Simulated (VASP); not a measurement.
# TiTe2 (Fm-3m) in VASP: notebook

TiTe2 is run at these levels: PBE; tasks: single point.

Program: VASP 6.6.1. These are calculated values, not measurements. Logs are shortened: lines on timing, memory, paths and dates and some standing lists are left out, and cuts for length are marked.

## (1) The cell of the first run

It takes space group Fm-3m (No. 225, cubic). The conventional cell has a = 6.880 Å, b = 6.880 Å, c = 6.880 Å, α = 90.00°, β = 90.00°, γ = 90.00°. Within 3.9 Å of Ti (site symmetry m-3m) lie 8 Te at 2.98 Å. Within 3.9 Å of Te (site symmetry -43m) lie 4 Ti at 2.98 Å and 6 Te at 3.44 Å.

## (2) Single point, PBE

INCAR

```
SYSTEM = TiTe2
PREC = Accurate
ENCUT = 520
EDIFF = 1E-7
ISMEAR = -1
SIGMA = 0.02
LREAL = .False.
LASPH = .True.
NELM = 80
ALGO = Normal
ISIF = 2
LWAVE = .False.
LCHARG = .False.
GGA = PE
NBANDS = 19
```

KPOINTS

```
regular mesh
0
Gamma
  6 6 6
  0 0 0
```

POSCAR

```
TiTe2
1.0
    0.0000000000      3.4401227352      3.4401227352
    3.4401227352      0.0000000000      3.4401227352
    3.4401227352      3.4401227352      0.0000000000
Ti Te
1 2
Direct
    0.0000000000      0.0000000000      0.0000000000
    0.2500000000      0.2500000000      0.2500000000
    0.7500000000      0.7500000000      0.7500000000
```

Potentials or basis: VASP PAW PBE potentials, release 64 (Ti_sv, Te).

Launch:

```console
$ cat potpaw_PBE.64/Ti_sv/POTCAR potpaw_PBE.64/Te/POTCAR > POTCAR
$ mpirun -np 1 vasp_std > vasp.out
```

OUTCAR:

```text
SYSTEM = TiTe2
   PREC = Accurate
   ENCUT = 520
   EDIFF = 1E-7
   ISMEAR = -1
   LREAL = .False.
   LASPH = .True.
   NELM = 80
   ISIF = 2
   GGA = PE

 ion  position               nearest neighbor table
   1  0.000  0.000  0.000-   3 2.98   3 2.98   2 2.98   3 2.98   2 2.98   2 2.98   3 2.98   2 2.98

   2  0.250  0.250  0.250-   1 2.98   1 2.98   1 2.98   1 2.98   3 3.44   3 3.44   3 3.44   3 3.44
                             3 3.44   3 3.44
   3  0.750  0.750  0.750-   1 2.98   1 2.98   1 2.98   1 2.98   2 3.44   2 3.44   2 3.44   2 3.44
                             2 3.44   2 3.44

  LATTYP: Found a face centered cubic cell.
 ALAT       =     6.8802454704

  Lattice vectors:

 A1 = (   0.0000000000,   3.4401227352,   3.4401227352)
 A2 = (   3.4401227352,   0.0000000000,   3.4401227352)
 A3 = (   3.4401227352,   3.4401227352,   0.0000000000)

Analysis of symmetry for initial positions (statically):
=====================================================================
 Subroutine PRICEL returns:
 Original cell was already a primitive cell.

 Routine SETGRP: Setting up the symmetry group for a
 face centered cubic supercell.

 Subroutine GETGRP returns: Found 48 space group operations
 (whereof 48 operations were pure point group operations)
 out of a pool of 48 trial point group operations.

The static configuration has the point symmetry O_h .

Analysis of symmetry for dynamics (positions and initial velocities):
=====================================================================
 Subroutine PRICEL returns:
 Original cell was already a primitive cell.

 Routine SETGRP: Setting up the symmetry group for a
 face centered cubic supercell.

 Subroutine GETGRP returns: Found 48 space group operations
 (whereof 48 operations were pure point group operations)
 out of a pool of 48 trial point group operations.

The dynamic configuration has the point symmetry O_h .

 Subroutine INISYM returns: Found 48 space group operations
 (whereof 48 operations are pure point group operations),
 and found     1 'primitive' translations

----------------------------------------------------------------------------------------

                                     Primitive cell

  volume of cell :      81.4239

  direct lattice vectors                    reciprocal lattice vectors
     0.000000000  3.440122735  3.440122735    -0.145343652  0.145343652  0.145343652
     3.440122735  0.000000000  3.440122735     0.145343652 -0.145343652  0.145343652
     3.440122735  3.440122735  0.000000000     0.145343652  0.145343652 -0.145343652

  length of vectors
     4.865068228  4.865068228  4.865068228     0.251742589  0.251742589  0.251742589

  position of ions in fractional coordinates (direct lattice)
     0.000000000  0.000000000  0.000000000
     0.250000000  0.250000000  0.250000000
     0.750000000  0.750000000  0.750000000

  ion indices of the primitive-cell ions
   primitive index   ion index
                 1           1
                 2           2
                 3           3

----------------------------------------------------------------------------------------

 KPOINTS: regular mesh

Automatic generation of k-mesh.
 Grid dimensions read from file:
 generate k-points for:    6    6    6

 Generating k-lattice:

  Cartesian coordinates                     Fractional coordinates (reciprocal lattice)
    -0.024223942  0.024223942  0.024223942     0.166666667  0.000000000  0.000000000
     0.024223942 -0.024223942  0.024223942     0.000000000  0.166666667  0.000000000
     0.024223942  0.024223942 -0.024223942     0.000000000  0.000000000  0.166666667

  Length of vectors
     0.041957098  0.041957098  0.041957098

  Shift w.r.t. Gamma in fractional coordinates (k-lattice)
     0.000000000  0.000000000  0.000000000

 Subroutine IBZKPT returns following result:
 ===========================================

 Found     16 irreducible k-points:

 Following reciprocal coordinates:
            Coordinates               Weight
  0.000000  0.000000  0.000000      1.000000
  0.166667  0.000000  0.000000      8.000000
  0.333333  0.000000  0.000000      8.000000
  0.500000  0.000000  0.000000      4.000000
  0.166667  0.166667  0.000000      6.000000
  0.333333  0.166667  0.000000     24.000000
[... 8 lines left out ...]
 -0.333333  0.333333  0.166667     24.000000
 -0.333333  0.500000  0.166667     12.000000
   k-points           NKPTS =     16   k-points in BZ     NKDIM =     16   number of bands    NBANDS=     19
   number of dos      NEDOS =    301   number of ions     NIONS =      3
   total plane-waves  NPLWV =  46656
   dimension x,y,z NGX =    36 NGY =   36 NGZ =   36
   dimension x,y,z NGXF=    72 NGYF=   72 NGZF=   72
   ions per type =               1   2
   NGX,Y,Z   is equivalent  to a cutoff of  12.30, 12.30, 12.30 a.u.
   NGXF,Y,Z  is equivalent  to a cutoff of  24.60, 24.60, 24.60 a.u.
 SYSTEM =  TiTe2
   PREC   = accura    normal or accurate (medium, high low for compatibility)
   ISTART =      0    job   : 0-new  1-cont  2-samecut
   ICHARG =      2    charge: 1-file 2-atom 10-const
   ISPIN  =      1    spin polarized calculation?
   LNONCOLLINEAR =      F non collinear calculations
   LSORBIT =      F    spin-orbit coupling
   LASPH  =      T    aspherical Exc in radial PAW
   ENCUT  =  520.0 eV  38.22 Ry    6.18 a.u.   9.05  9.05  9.05*2*pi/ulx,y,z
   NELM   =     80;   NELMIN=  2; NELMDL= -5     # of ELM steps
   EDIFF  = 0.1E-06   stopping-criterion for ELM
   LREAL  =      F    real-space projection
   EDIFFG = 0.1E-05   stopping-criterion for IOM
   NSW    =      0    number of steps for IOM
   IBRION =     -1    ionic relax: 0-MD 1-quasi-New 2-CG
   NFREE  =      0    steps in history (QN), initial steepest desc. (CG)
   ISIF   =      2    stress and relaxation
   ISYM   =      2    0-nonsym 1-usesym 2-fastsym
   POTIM  = 0.5000    time-step for ionic-motion
   TEBEG  =    0.0;   TEEND  =   0.0 temperature during run
   PSTRESS=    0.0 pullay stress
   NELECT =      24.0000    total number of electrons
   NUPDOWN=      -1.0000    fix difference up-down
   EMIN   =  10.00;   EMAX   =-10.00  energy-range for DOS
   EFERMI =   0.00;   METHOD = LEGACY
   ISMEAR =    -1;   SIGMA  =   0.02  broadening in eV -4-tet -1-fermi 0-gaus
   EFERMI_NEDOS =   21; number of points for ismear=-14 and -15
   IALGO  =     38    algorithm
   IMIX   =      4    mixing-type and parameters
     AMIX     =   0.40;   BMIX     =  1.00
     AMIX_MAG =   1.60;   BMIX_MAG =  1.00
  volume/ion in A,a.u.               =      27.14       183.16
  Fermi-wavevector in a.u.,A,eV,Ry     =   1.089502  2.058860 16.150310  1.187014
  Thomas-Fermi vector in A             =   2.225706
   LORBIT       =      0    0 simple, 1 ext, 2 COOP (PROOUT), +10 PAW based schemes
   GGA     = PE    functional components
   LHFCALC =     F    Hartree Fock is set to
   AEXX    =    0.0000 exact exchange contribution
   IVDW    =     0    specifies the selected vdW correction
   LEPSILON=     F    determine dielectric tensor
   LRPA    =     F    only Hartree local field effects (RPA)
 non-spin polarized calculation
  energy-cutoff  :      520.00
  volume of cell :       81.42
 maximum number of plane-waves:      2210
   NGX = 19   NGY = 19   NGZ = 19

 number of electron      23.9999994 magnetization

 Free energy of the ion-electron system (eV)
  ---------------------------------------------------
  ext. energy  EPLUGINS =         0.00000000
  ---------------------------------------------------
  free energy    TOTEN  =       -15.02850118 eV

  energy without entropy =      -15.01877151  energy(sigma->0) =      -15.02363634

 E-fermi :   7.3803     XC(G=0):  -9.7657

 val. band max:        7.3676180878   @ k =  -0.3333   0.5000   0.1667
 cond. band min:       7.3871332309   @ k =  -0.3333   0.3333   0.1667
 fundamental gap:      0.0195151431
 Fermi energy:         7.3803247582

 k-point     1 :       0.0000    0.0000    0.0000
  band No.  band energies     occupation
      1     -50.4018      2.00000
      2     -26.6547      2.00000
      3     -26.6547      2.00000
      4     -26.6547      2.00000
      5      -5.8395      2.00000
      6      -2.0531      2.00000
[... 11 lines left out ...]
     18      10.3193      0.00000
     19      10.3193      0.00000

 k-point     2 :       0.1667    0.0000    0.0000
  band No.  band energies     occupation
      1     -50.4018      2.00000
      2     -26.6557      2.00000
      3     -26.6549      2.00000
      4     -26.6549      2.00000
      5      -5.6389      2.00000
      6      -2.4437      2.00000
[... 11 lines left out ...]
     18      11.0676      0.00000
     19      11.0873      0.00000

 k-point     3 :       0.3333    0.0000    0.0000
  band No.  band energies     occupation
      1     -50.4017      2.00000
      2     -26.6578      2.00000
      3     -26.6552      2.00000
      4     -26.6552      2.00000
      5      -5.0738      2.00000
      6      -3.2961      2.00000
[... 11 lines left out ...]
     18      11.8893      0.00000
     19      12.4883      0.00000

 k-point     4 :       0.5000    0.0000    0.0000
  band No.  band energies     occupation
      1     -50.4017      2.00000
      2     -26.6588      2.00000
      3     -26.6553      2.00000
      4     -26.6553      2.00000
      5      -4.3201      2.00000
      6      -4.1623      2.00000
[... 11 lines left out ...]
     18      13.1783      0.00000
     19      13.2433      0.00000

 k-point     5 :       0.1667    0.1667    0.0000
  band No.  band energies     occupation
      1     -50.4018      2.00000
      2     -26.6558      2.00000
      3     -26.6551      2.00000
      4     -26.6551      2.00000
      5      -5.5768      2.00000
      6      -2.5094      2.00000
[... 11 lines left out ...]
     18      10.0649      0.00000
     19      11.8820      0.00000

 k-point     6 :       0.3333    0.1667    0.0000
  band No.  band energies     occupation
      1     -50.4017      2.00000
      2     -26.6573      2.00000
      3     -26.6555      2.00000
      4     -26.6554      2.00000
      5      -5.1514      2.00000
      6      -3.0830      2.00000
[... 11 lines left out ...]
     18      10.6014      0.00000
     19      12.9030      0.00000

 k-point     7 :       0.5000    0.1667    0.0000
  band No.  band energies     occupation
      1     -50.4017      2.00000
      2     -26.6584      2.00000
      3     -26.6560      2.00000
      4     -26.6555      2.00000
      5      -4.4621      2.00000
      6      -3.8802      2.00000
[... 11 lines left out ...]
     18      11.5749      0.00000
     19      13.5122      0.00000

 k-point     8 :      -0.3333    0.1667    0.0000
  band No.  band energies     occupation
      1     -50.4017      2.00000
      2     -26.6581      2.00000
      3     -26.6561      2.00000
      4     -26.6553      2.00000
      5      -4.6934      2.00000
      6      -3.6508      2.00000
[... 11 lines left out ...]
     18      11.8373      0.00000
     19      12.7145      0.00000

 k-point     9 :      -0.1667    0.1667    0.0000
  band No.  band energies     occupation
      1     -50.4017      2.00000
      2     -26.6567      2.00000
      3     -26.6555      2.00000
      4     -26.6550      2.00000
      5      -5.3220      2.00000
      6      -2.9113      2.00000
[... 11 lines left out ...]
     18      11.2041      0.00000
     19      11.4244      0.00000

 k-point    10 :       0.3333    0.3333    0.0000
  band No.  band energies     occupation
      1     -50.4017      2.00000
      2     -26.6579      2.00000
      3     -26.6558      2.00000
      4     -26.6558      2.00000
      5      -4.9237      2.00000
      6      -3.1686      2.00000
[... 11 lines left out ...]
     18      10.1287      0.00000
     19      13.0460      0.00000

 k-point    11 :       0.5000    0.3333    0.0000
  band No.  band energies     occupation
      1     -50.4016      2.00000
      2     -26.6584      2.00000
      3     -26.6564      2.00000
      4     -26.6559      2.00000
      5      -4.5008      2.00000
      6      -3.5570      2.00000
[... 11 lines left out ...]
     18      10.5061      0.00000
     19      13.9699      0.00000

 k-point    12 :      -0.3333    0.3333    0.0000
  band No.  band energies     occupation
      1     -50.4016      2.00000
      2     -26.6576      2.00000
      3     -26.6574      2.00000
      4     -26.6557      2.00000
      5      -4.1243      2.00000
      6      -4.0508      2.00000
[... 11 lines left out ...]
     18      11.3771      0.00000
     19      12.7326      0.00000

 k-point    13 :       0.5000    0.5000    0.0000
  band No.  band energies     occupation
      1     -50.4016      2.00000
      2     -26.6590      2.00000
      3     -26.6561      2.00000
      4     -26.6561      2.00000
      5      -4.4851      2.00000
      6      -3.4292      2.00000
[... 11 lines left out ...]
     18      10.2669      0.00000
     19      13.6185      0.00000

 k-point    14 :       0.5000    0.3333    0.1667
  band No.  band energies     occupation
      1     -50.4017      2.00000
      2     -26.6579      2.00000
      3     -26.6564      2.00000
      4     -26.6556      2.00000
      5      -4.6914      2.00000
      6      -3.5137      2.00000
[... 11 lines left out ...]
     18      10.8596      0.00000
     19      13.1149      0.00000

 k-point    15 :      -0.3333    0.3333    0.1667
  band No.  band energies     occupation
      1     -50.4016      2.00000
      2     -26.6580      2.00000
      3     -26.6570      2.00000
      4     -26.6558      2.00000
      5      -4.1100      2.00000
      6      -4.0660      2.00000
[... 11 lines left out ...]
     18      11.5486      0.00000
     19      12.1183      0.00000

 k-point    16 :      -0.3333    0.5000    0.1667
  band No.  band energies     occupation
      1     -50.4016      2.00000
      2     -26.6582      2.00000
      3     -26.6568      2.00000
      4     -26.6561      2.00000
      5      -4.2717      2.00000
      6      -3.7565      2.00000
[... 11 lines left out ...]
     18      10.7598      0.00000
     19      12.7793      0.00000

------------------------ aborting loop because EDIFF is reached ----------------------------------------

  FORCE on cell =-STRESS in cart. coord.  units (eV):
  Direction    XX          YY          ZZ          XY          YZ          ZX
  --------------------------------------------------------------------------------------
  -------------------------------------------------------------------------------------
  Total       -0.1176989     -0.1176989     -0.1176989      0.0000000     -0.0000000      0.0000000
  in kB       -2.3159597     -2.3159597     -2.3159597      0.0000000     -0.0000000      0.0000000
  external PRESSURE =      -2.3159597 kB  Pullay stress =       0.0000000 kB

 VOLUME and BASIS-vectors are now :
 -----------------------------------------------------------------------------
  energy-cutoff  :      520.00
  volume of cell :       81.42
      direct lattice vectors                 reciprocal lattice vectors
     0.000000000  3.440122735  3.440122735    -0.145343652  0.145343652  0.145343652
     3.440122735  0.000000000  3.440122735     0.145343652 -0.145343652  0.145343652
     3.440122735  3.440122735  0.000000000     0.145343652  0.145343652 -0.145343652

 POSITION                                       TOTAL-FORCE (eV/Angst)
 -----------------------------------------------------------------------------------
      0.00000      0.00000      0.00000         0.000000     -0.000000     -0.000000
      1.72006      1.72006      1.72006        -0.000000     -0.000000     -0.000000
      5.16018      5.16018      5.16018         0.000000      0.000000      0.000000
 -----------------------------------------------------------------------------------
    total drift:                               -0.000000      0.000000      0.000000

  FREE ENERGIE OF THE ION-ELECTRON SYSTEM (eV)
  ---------------------------------------------------
  free  energy   TOTEN  =       -15.0285011756 eV

  energy  without entropy=      -15.0187715133  energy(sigma->0) =      -15.02363634
```

Wall time 52 s (1 thread of Intel Xeon Platinum 8259CL at 2.50GHz (Skylake/Cascade Lake), shared host); peak memory 0.2 GiB.

Results:

```yaml
Free_energy: -15.0285 eV
Pressure: -0.2 GPa
Band_gap_on_the_k_mesh: zero (band 12 reaches 7.47 eV, above the bottom of band 13 at 7.16 eV)
```

Caveat: spin-orbit coupling is left out, which moves the levels of the heavy elements.

(Part 1 of 2 ends here.)
